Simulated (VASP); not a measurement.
Crystal: BaHfO3.

```
CELL_PARAMETERS angstrom
8.32220 0.00000 0.00000
0.00000 4.16110 0.00000
0.00000 0.00000 4.16110
ATOMIC_POSITIONS crystal
Ba 0.01084 0.00595 0.96761
Ba 0.48700 0.00518 0.98706
Hf 0.24640 0.48565 0.48661
Hf 0.76819 0.50037 0.50592
O 0.24821 0.50978 0.99611
O 0.74335 0.49271 0.97521
O 0.00598 0.49599 0.52462
O 0.48774 0.52311 0.52610
O 0.26706 0.00979 0.49218
O 0.73977 0.00187 0.50641
```

Program: VASP 6.6.1. Alike in all runs: task single point; potentials or basis VASP PAW PBE potentials, release 64 (Ba_sv, Hf_pv, O); no spin polarisation; cell as given; cutoff (eV) 600; smearing fermi-dirac 0.05 eV.

Problem. Order these runs on this cell by their pressure, lowest first.
A. level PBEsol+D3(BJ); k mesh 1 × 1 × 1, shifted
B. level PBEsol; k mesh 1 × 1 × 1
C. level PBEsol; k mesh 1 × 1 × 1, shifted

Solution. A (-1.4 GPa), C (1.4 GPa), B (21.0 GPa).

Caveats: all runs use coarse meshes; the PAW data sets were made with another functional, which shifts forces and pressure a little.
